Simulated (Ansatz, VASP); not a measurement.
## BeMo: VASP beside Ansatz

```
Be Mo
1.0
     0.00000    2.51268    2.51268
     2.51268    0.00000    2.51268
     2.51268    2.51268    0.00000
Be Mo
1 1
Direct
  0.00000 0.00000 0.00000
  0.25000 0.25000 0.25000
```

Alike in both runs: functional PBE; k mesh 20 × 20 × 20; occupations gaussian, width 0.1 eV; no spin polarisation.

Ansatz relaxed the structure, and its values are those at the end. VASP's run is a single point on that final structure, the one shown.

```csv
,VASP,Ansatz
version,VASP 6.6.1,Ansatz 0.2.0
potentials or method,"VASP PAW PBE potentials, release 64 (Be, Mo_sv), cutoff 520 eV","scalar-relativistic, plane waves, PAW"
valence electrons in the cell,16,16
```

Ansatz gave:

- gap on the k mesh at the Fermi level (eV): none
- pressure (GPa): 0.0

Q: What did VASP give for the same quantities?

A: gap on the k mesh at the Fermi level (eV): none; pressure (GPa): 0.2.

A gap of «none» marks a metal or a gap that the smearing closes. The functional is the same, so the differences come from potentials, cutoffs and numerics.
